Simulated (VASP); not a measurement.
# Li (I4/mmm) in VASP: further runs

The runs below take Li through single point, with LDA.

Program: VASP 6.6.1. These are calculated values, not measurements. Logs are shortened: lines on timing, memory, paths and dates and some standing lists are left out, and cuts for length are marked.

### Step 1. The cell of the first run

The structure is tetragonal, space group I4/mmm (No. 139). The conventional cell has a = 3.114 Å, b = 3.114 Å, c = 4.338 Å, α = 90.00°, β = 90.00°, γ = 90.00°. Li (site symmetry 4/mmm) has 12 Li at 3.09 to 3.11 Å within 4.1 Å.

### Step 2. Single point, LDA (strain +0.000 along x and y, -0.015 along z)

The input, INCAR:

```
PREC = Accurate ; ENCUT = 520
EDIFF = 1E-7 ; ISMEAR = 0
SIGMA = 0.15 ; LREAL = F
LASPH = T ; NELM = 80
ALGO = Normal ; ISIF = 2
LWAVE = F ; LCHARG = F
GGA = CA ; NBANDS = 8
```

The input, KPOINTS:

```
Automatic mesh
0
Gamma
  18 18 18
```

The input, POSCAR:

```
Li
1.0
    0.0000000000      2.2020000000      2.1689700000
    2.2020000000      0.0000000000      2.1689700000
    2.2020000000      2.2020000000      0.0000000000
Li
1
Direct
    0.0000000000      0.0000000000      0.0000000000
```

Potentials or basis: VASP PAW LDA potentials, release 64 (Li_sv).

The run is started by

```sh
$ cat potpaw_LDA.64/Li_sv/POTCAR > POTCAR
$ mpirun -np 1 vasp_std > vasp.out
```

OUTCAR:

```text
PREC = Accurate
   ENCUT = 520
   EDIFF = 1E-7
   ISMEAR = 0
   LREAL = F
   LASPH = T
   NELM = 80
   ISIF = 2
   GGA = CA

 ion  position               nearest neighbor table
   1  0.000  0.000  0.000-

  LATTYP: Found a body centered tetragonal cell.
 ALAT       =     3.1140982643
 C/A-ratio  =     1.3930003589

  Lattice vectors:

 A1 = (   0.0000000000,  -2.2020000000,  -2.1689700000)
 A2 = (   0.0000000000,   2.2020000000,  -2.1689700000)
 A3 = (   2.2020000000,   0.0000000000,   2.1689700000)

Analysis of symmetry for initial positions (statically):
=====================================================================
 Subroutine PRICEL returns:
 Original cell was already a primitive cell.

 Routine SETGRP: Setting up the symmetry group for a
 body centered tetragonal supercell.

 Subroutine GETGRP returns: Found 16 space group operations
 (whereof 16 operations were pure point group operations)
 out of a pool of 16 trial point group operations.

The static configuration has the point symmetry D_4h.

Analysis of symmetry for dynamics (positions and initial velocities):
=====================================================================
 Subroutine PRICEL returns:
 Original cell was already a primitive cell.

 Routine SETGRP: Setting up the symmetry group for a
 body centered tetragonal supercell.

 Subroutine GETGRP returns: Found 16 space group operations
 (whereof 16 operations were pure point group operations)
 out of a pool of 16 trial point group operations.

The dynamic configuration has the point symmetry D_4h.

 Subroutine INISYM returns: Found 16 space group operations
 (whereof 16 operations are pure point group operations),
 and found     1 'primitive' translations

----------------------------------------------------------------------------------------

                                     Primitive cell

  volume of cell :      21.0338

  direct lattice vectors                    reciprocal lattice vectors
     0.000000000  2.202000000  2.168970000    -0.227066303  0.227066303  0.230524166
     2.202000000  0.000000000  2.168970000     0.227066303 -0.227066303  0.230524166
     2.202000000  2.202000000  0.000000000     0.227066303  0.227066303 -0.230524166

  length of vectors
     3.090830772  3.090830772  3.114098264     0.395296855  0.395296855  0.395296855

  position of ions in fractional coordinates (direct lattice)
     0.000000000  0.000000000  0.000000000

  ion indices of the primitive-cell ions
   primitive index   ion index
                 1           1
[... 75 lines left out ...]
   NSW    =      0    number of steps for IOM
   IBRION =     -1    ionic relax: 0-MD 1-quasi-New 2-CG
   NFREE  =      0    steps in history (QN), initial steepest desc. (CG)
   ISIF   =      2    stress and relaxation
   ISYM   =      2    0-nonsym 1-usesym 2-fastsym
   POTIM  = 0.5000    time-step for ionic-motion
   TEBEG  =    0.0;   TEEND  =   0.0 temperature during run
   PSTRESS=    0.0 pullay stress
   NELECT =       3.0000    total number of electrons
   NUPDOWN=      -1.0000    fix difference up-down
   EMIN   =  10.00;   EMAX   =-10.00  energy-range for DOS
   EFERMI =   0.00;   METHOD = LEGACY
   ISMEAR =     0;   SIGMA  =   0.15  broadening in eV -4-tet -1-fermi 0-gaus
   EFERMI_NEDOS =   21; number of points for ismear=-14 and -15
   IALGO  =     38    algorithm
   IMIX   =      4    mixing-type and parameters
     AMIX     =   0.40;   BMIX     =  1.00
     AMIX_MAG =   1.60;   BMIX_MAG =  1.00
  volume/ion in A,a.u.               =      21.03       141.94
  Fermi-wavevector in a.u.,A,eV,Ry     =   0.855347  1.616372  9.954283  0.731619
  Thomas-Fermi vector in A             =   1.972083
   LORBIT       =      0    0 simple, 1 ext, 2 COOP (PROOUT), +10 PAW based schemes
   GGA     = CA    functional components
   LHFCALC =     F    Hartree Fock is set to
   AEXX    =    0.0000 exact exchange contribution
   IVDW    =     0    specifies the selected vdW correction
   LEPSILON=     F    determine dielectric tensor
   LRPA    =     F    only Hartree local field effects (RPA)
 non-spin polarized calculation
 Gauss-broadening in eV      SIGMA  =   0.15
  energy-cutoff  :      520.00
  volume of cell :       21.03
 maximum number of plane-waves:       580
   NGX = 11   NGY = 11   NGZ = 11

 number of electron       3.0000002 magnetization

 Free energy of the ion-electron system (eV)
  ---------------------------------------------------
  ext. energy  EPLUGINS =         0.00000000
  ---------------------------------------------------
  free energy    TOTEN  =        -2.04144549 eV

  energy without entropy =       -2.03664231  energy(sigma->0) =       -2.03904390

 E-fermi :   0.5103     XC(G=0):  -7.0513

 val. band max:        0.4898231217   @ k =   0.5000  -0.0000   0.0000
 cond. band min:       0.5128123151   @ k =   0.5000  -0.0000   0.0556
 fundamental gap:      0.0229891934
 Fermi energy:         0.5103055927

 k-point     1 :       0.0000    0.0000    0.0000
  band No.  band energies     occupation
      1     -45.1975      2.00000
      2      -2.9503      2.00000
      3      14.2320      0.00000
      4      14.2496      0.00000
      5      14.2496      0.00000
      6      18.2999      0.00000
      7      18.2999      0.00000
      8      18.3535      0.00000
[... 243 lines left out ...]
 k-point    24 :      -0.2222    0.0556    0.0000
  band No.  band energies     occupation
      1     -45.1892      2.00000
      2      -1.9041      2.00000
      3       8.5309      0.00000
      4      12.3127      0.00000
      5      13.6019      0.00000
      6      17.6556      0.00000
      7      18.2656      0.00000
      8      18.7962      0.00000

 [... further k-points ...]

------------------------ aborting loop because EDIFF is reached ----------------------------------------

  FORCE on cell =-STRESS in cart. coord.  units (eV):
  Direction    XX          YY          ZZ          XY          YZ          ZX
  --------------------------------------------------------------------------------------
  -------------------------------------------------------------------------------------
  Total       -0.1896553     -0.1896553     -0.1782642      0.0000000     -0.0000000     -0.0000000
  in kB      -14.4463268    -14.4463268    -13.5786480      0.0000000     -0.0000000     -0.0000000
  external PRESSURE =     -14.1571005 kB  Pullay stress =       0.0000000 kB

 VOLUME and BASIS-vectors are now :
 -----------------------------------------------------------------------------
  energy-cutoff  :      520.00
  volume of cell :       21.03
      direct lattice vectors                 reciprocal lattice vectors
     0.000000000  2.202000000  2.168970000    -0.227066303  0.227066303  0.230524166
     2.202000000  0.000000000  2.168970000     0.227066303 -0.227066303  0.230524166
     2.202000000  2.202000000  0.000000000     0.227066303  0.227066303 -0.230524166

 POSITION                                       TOTAL-FORCE (eV/Angst)
 -----------------------------------------------------------------------------------
      0.00000      0.00000      0.00000         0.000000      0.000000      0.000000
 -----------------------------------------------------------------------------------
    total drift:                               -0.000000      0.000000     -0.000000

  FREE ENERGIE OF THE ION-ELECTRON SYSTEM (eV)
  ---------------------------------------------------
  free  energy   TOTEN  =        -2.0414454926 eV

  energy  without entropy=       -2.0366423136  energy(sigma->0) =       -2.03904390
```

stdout:

```text
POSCAR found type information on POSCAR Li
 POSCAR found :  1 types and       1 ions
 scaLAPACK will be used
 LDA part: xc-table for (Slater(with rela. corr.)+CA(PZ))
 , standard interpolation
 POSCAR, INCAR and KPOINTS ok, starting setup
 FFT: planning ... GRIDC
 FFT: planning ... GRID_SOFT
 FFT: planning ... GRID
 WAVECAR not read
 entering main loop
```

Wall time 16 s (1 thread of Intel Xeon 6975P-C (Granite Rapids), shared host); peak memory 0.16 GiB.

Results:

```
Free energy            : -2.0414 eV
Band gap on the k mesh : zero (an odd number of electrons rules out a gap without spin polarisation)
```

Levels at points of the mesh, in eV from the Fermi level:
```csv
k point,band 1,band 2,band 3,band 4,band 5,band 6,band 7
"(0.00, 0.00, 0.00)",-45.71,-3.46,13.72,13.74,13.74,17.79,17.79
"(0.50, 0.00, 0.00)",-45.69,-0.02,2.83,11.97,12.20,16.06,16.36
"(0.50, 0.50, 0.00)",-45.68,1.59,4.75,7.96,7.96,10.29,14.71
"(0.50, 0.00, 0.50)",-45.69,1.40,4.55,8.14,8.21,10.50,14.89
```

Caveat: the cell differs from its parent crystal (strain +0.000 along x and y, -0.015 along z); the cutoff is under 1.25 times the usual one of these potentials, so pressure, stress and relaxed cells hold a basis-set (Pulay) error.

### Step 3. Single point, LDA (strain -0.015 along x and y, +0.030 along z)

The input, INCAR:

```
SYSTEM = Li
ALGO     = Fast           ! electronic algorithm
EDIFF    = 1E-6           ! SCF threshold, eV
ENCUT    = 520            ! plane-wave cutoff, eV
ISIF     = 2              ! what is computed and relaxed
ISMEAR   = 0              ! smearing method
LASPH    = .TRUE.         ! aspherical terms in the spheres
LCHARG   = .FALSE.        ! write CHGCAR
LREAL    = .FALSE.        ! projectors in reciprocal space
LWAVE    = .FALSE.        ! write WAVECAR
NBANDS   = 8              ! bands
NELM     = 60             ! most SCF steps
PREC     = Accurate       ! precision mode
SIGMA    = 0.15           ! smearing width, eV
```

The input, KPOINTS:

```
k-points
0
G
  18 18 18
  0 0 0
```

The input, POSCAR:

```
Li
1.0
    0.0000000000      2.1689700000      2.2680600000
    2.1689700000      0.0000000000      2.2680600000
    2.1689700000      2.1689700000      0.0000000000
Li
1
Direct
    0.0000000000      0.0000000000      0.0000000000
```

Potentials or basis: VASP PAW LDA potentials, release 64 (Li_sv).

The run is started by

```sh
$ cat potpaw_LDA.64/Li_sv/POTCAR > POTCAR
$ mpirun -np 1 vasp_std > vasp.out
```

OUTCAR:

```text
SYSTEM = Li
   EDIFF = 1E-6
   ENCUT = 520
   ISIF = 2
   ISMEAR = 0
   LASPH = .TRUE.
   LREAL = .FALSE.
   NELM = 60
   PREC = Accurate

 ion  position               nearest neighbor table
   1  0.000  0.000  0.000-

  LATTYP: Found a body centered tetragonal cell.
 ALAT       =     3.0673867904
 C/A-ratio  =     1.4788223038

  Lattice vectors:

 A1 = (  -2.1689700000,   0.0000000000,   2.2680600000)
 A2 = (   2.1689700000,   0.0000000000,   2.2680600000)
 A3 = (   0.0000000000,   2.1689700000,  -2.2680600000)

Analysis of symmetry for initial positions (statically):
=====================================================================
 Subroutine PRICEL returns:
 Original cell was already a primitive cell.

 Routine SETGRP: Setting up the symmetry group for a
 body centered tetragonal supercell.

 Subroutine GETGRP returns: Found 16 space group operations
 (whereof 16 operations were pure point group operations)
 out of a pool of 16 trial point group operations.

The static configuration has the point symmetry D_4h.

Analysis of symmetry for dynamics (positions and initial velocities):
=====================================================================
 Subroutine PRICEL returns:
 Original cell was already a primitive cell.

 Routine SETGRP: Setting up the symmetry group for a
 body centered tetragonal supercell.

 Subroutine GETGRP returns: Found 16 space group operations
 (whereof 16 operations were pure point group operations)
 out of a pool of 16 trial point group operations.

The dynamic configuration has the point symmetry D_4h.

 Subroutine INISYM returns: Found 16 space group operations
 (whereof 16 operations are pure point group operations),
 and found     1 'primitive' translations

----------------------------------------------------------------------------------------

                                     Primitive cell

  volume of cell :      21.3399

  direct lattice vectors                    reciprocal lattice vectors
     0.000000000  2.168970000  2.268060000    -0.230524166  0.230524166  0.220452722
     2.168970000  0.000000000  2.268060000     0.230524166 -0.230524166  0.220452722
     2.168970000  2.168970000  0.000000000     0.230524166  0.230524166 -0.220452722

  length of vectors
     3.138236292  3.138236292  3.067386790     0.393550740  0.393550740  0.393550740

  position of ions in fractional coordinates (direct lattice)
     0.000000000  0.000000000  0.000000000

  ion indices of the primitive-cell ions
   primitive index   ion index
                 1           1

----------------------------------------------------------------------------------------

 KPOINTS: k-points

Automatic generation of k-mesh.
 Grid dimensions read from file:
 generate k-points for:   18   18   18

 Generating k-lattice:

  Cartesian coordinates                     Fractional coordinates (reciprocal lattice)
    -0.012806898  0.012806898  0.012247373     0.055555556  0.000000000  0.000000000
     0.012806898 -0.012806898  0.012247373     0.000000000  0.055555556  0.000000000
     0.012806898  0.012806898 -0.012247373     0.000000000  0.000000000  0.055555556

  Length of vectors
     0.021863930  0.021863930  0.021863930

  Shift w.r.t. Gamma in fractional coordinates (k-lattice)
     0.000000000  0.000000000  0.000000000

 Subroutine IBZKPT returns following result:
 ===========================================

 Found    480 irreducible k-points:

 Following reciprocal coordinates:
            Coordinates               Weight
  0.000000  0.000000  0.000000      1.000000
  0.055556  0.000000  0.000000      8.000000
  0.111111  0.000000  0.000000      8.000000
  0.166667  0.000000  0.000000      8.000000
  0.222222  0.000000  0.000000      8.000000
  0.277778  0.000000  0.000000      8.000000
[... 16 lines left out ...]
 -0.277778  0.055556  0.000000      8.000000
 -0.222222  0.055556  0.000000      8.000000
 [... further k-points ...]
   k-points           NKPTS =    480   k-points in BZ     NKDIM =    480   number of bands    NBANDS=      8
   number of dos      NEDOS =    301   number of ions     NIONS =      1
   total plane-waves  NPLWV =  13824
   dimension x,y,z NGX =    24 NGY =   24 NGZ =   24
   dimension x,y,z NGXF=    48 NGYF=   48 NGZF=   48
   ions per type =               1
   NGX,Y,Z   is equivalent  to a cutoff of  12.71, 12.71, 13.01 a.u.
   NGXF,Y,Z  is equivalent  to a cutoff of  25.43, 25.43, 26.01 a.u.
 SYSTEM =  Li
   PREC   = accura    normal or accurate (medium, high low for compatibility)
   ISTART =      0    job   : 0-new  1-cont  2-samecut
   ICHARG =      2    charge: 1-file 2-atom 10-const
   ISPIN  =      1    spin polarized calculation?
   LNONCOLLINEAR =      F non collinear calculations
   LSORBIT =      F    spin-orbit coupling
   LASPH  =      T    aspherical Exc in radial PAW
   ENCUT  =  520.0 eV  38.22 Ry    6.18 a.u.   5.84  5.84  5.70*2*pi/ulx,y,z
   NELM   =     60;   NELMIN=  2; NELMDL= -5     # of ELM steps
   EDIFF  = 0.1E-05   stopping-criterion for ELM
   LREAL  =      F    real-space projection
   EDIFFG = 0.1E-04   stopping-criterion for IOM
   NSW    =      0    number of steps for IOM
   IBRION =     -1    ionic relax: 0-MD 1-quasi-New 2-CG
   NFREE  =      0    steps in history (QN), initial steepest desc. (CG)
   ISIF   =      2    stress and relaxation
   ISYM   =      2    0-nonsym 1-usesym 2-fastsym
   POTIM  = 0.5000    time-step for ionic-motion
   TEBEG  =    0.0;   TEEND  =   0.0 temperature during run
   PSTRESS=    0.0 pullay stress
   NELECT =       3.0000    total number of electrons
   NUPDOWN=      -1.0000    fix difference up-down
   EMIN   =  10.00;   EMAX   =-10.00  energy-range for DOS
   EFERMI =   0.00;   METHOD = LEGACY
   ISMEAR =     0;   SIGMA  =   0.15  broadening in eV -4-tet -1-fermi 0-gaus
   EFERMI_NEDOS =   21; number of points for ismear=-14 and -15
   IALGO  =     68    algorithm
   IMIX   =      4    mixing-type and parameters
     AMIX     =   0.40;   BMIX     =  1.00
     AMIX_MAG =   1.60;   BMIX_MAG =  1.00
  volume/ion in A,a.u.               =      21.34       144.01
  Fermi-wavevector in a.u.,A,eV,Ry     =   0.851239  1.608608  9.858882  0.724607
  Thomas-Fermi vector in A             =   1.967341
   LORBIT       =      0    0 simple, 1 ext, 2 COOP (PROOUT), +10 PAW based schemes
   GGA     = CA    functional components
   LHFCALC =     F    Hartree Fock is set to
   AEXX    =    0.0000 exact exchange contribution
   IVDW    =     0    specifies the selected vdW correction
   LEPSILON=     F    determine dielectric tensor
   LRPA    =     F    only Hartree local field effects (RPA)
 non-spin polarized calculation
 RMM-DIIS sequential band-by-band and
 Gauss-broadening in eV      SIGMA  =   0.15
  energy-cutoff  :      520.00
  volume of cell :       21.34
 maximum number of plane-waves:       604
   NGX = 11   NGY = 11   NGZ = 11

 number of electron       3.0000003 magnetization

 Free energy of the ion-electron system (eV)
  ---------------------------------------------------
  ext. energy  EPLUGINS =         0.00000000
  ---------------------------------------------------
  free energy    TOTEN  =        -2.03837004 eV

  energy without entropy =       -2.03343272  energy(sigma->0) =       -2.03590138

 E-fermi :   0.4683     XC(G=0):  -7.0158

 val. band max:        0.4612341129   @ k =   0.4444   0.0000   0.2778
 cond. band min:       0.4731348016   @ k =   0.5000   0.0556   0.0000
 fundamental gap:      0.0119006887
 Fermi energy:         0.4682545632

 k-point     1 :       0.0000    0.0000    0.0000
  band No.  band energies     occupation
      1     -45.2696      2.00000
      2      -2.9718      2.00000
      3      14.0581      0.00000
      4      14.0582      0.00000
      5      14.0813      0.00000
      6      18.0252      0.00000
      7      18.1888      0.00000
      8      18.1888      0.00000
[... 243 lines left out ...]
 k-point    24 :      -0.2222    0.0556    0.0000
  band No.  band energies     occupation
      1     -45.2615      2.00000
      2      -1.9076      2.00000
      3       8.3404      0.00000
      4      11.8102      0.00000
      5      13.7071      0.00000
      6      17.5276      0.00000
      7      18.6916      0.00000
      8      19.1160      0.00000

 [... further k-points ...]

------------------------ aborting loop because EDIFF is reached ----------------------------------------

  FORCE on cell =-STRESS in cart. coord.  units (eV):
  Direction    XX          YY          ZZ          XY          YZ          ZX
  --------------------------------------------------------------------------------------
  -------------------------------------------------------------------------------------
  Total       -0.1913829     -0.1913829     -0.2270443      0.0000000     -0.0000000     -0.0000000
  in kB      -14.3688496    -14.3688496    -17.0462775      0.0000000     -0.0000000     -0.0000000
  external PRESSURE =     -15.2613256 kB  Pullay stress =       0.0000000 kB

 VOLUME and BASIS-vectors are now :
 -----------------------------------------------------------------------------
  energy-cutoff  :      520.00
  volume of cell :       21.34
      direct lattice vectors                 reciprocal lattice vectors
     0.000000000  2.168970000  2.268060000    -0.230524166  0.230524166  0.220452722
     2.168970000  0.000000000  2.268060000     0.230524166 -0.230524166  0.220452722
     2.168970000  2.168970000  0.000000000     0.230524166  0.230524166 -0.220452722

 POSITION                                       TOTAL-FORCE (eV/Angst)
 -----------------------------------------------------------------------------------
      0.00000      0.00000      0.00000         0.000000      0.000000      0.000000
 -----------------------------------------------------------------------------------
    total drift:                                0.000000      0.000000      0.000000

  FREE ENERGIE OF THE ION-ELECTRON SYSTEM (eV)
  ---------------------------------------------------
  free  energy   TOTEN  =        -2.0383700353 eV

  energy  without entropy=       -2.0334327162  energy(sigma->0) =       -2.03590138
```

Wall time 23 s (1 thread of Intel Xeon 6975P-C (Granite Rapids), shared host); peak memory 0.17 GiB.

Results:

| Property | Result |
| --- | --- |
| Free energy | -2.0384 eV |
| Band gap on the k mesh | zero (an odd number of electrons rules out a gap without spin polarisation) |

Caveat: the cell differs from its parent crystal (strain -0.015 along x and y, +0.030 along z); the cutoff is under 1.25 times the usual one of these potentials, so pressure, stress and relaxed cells hold a basis-set (Pulay) error.

(Part 1 of 2 ends here.)
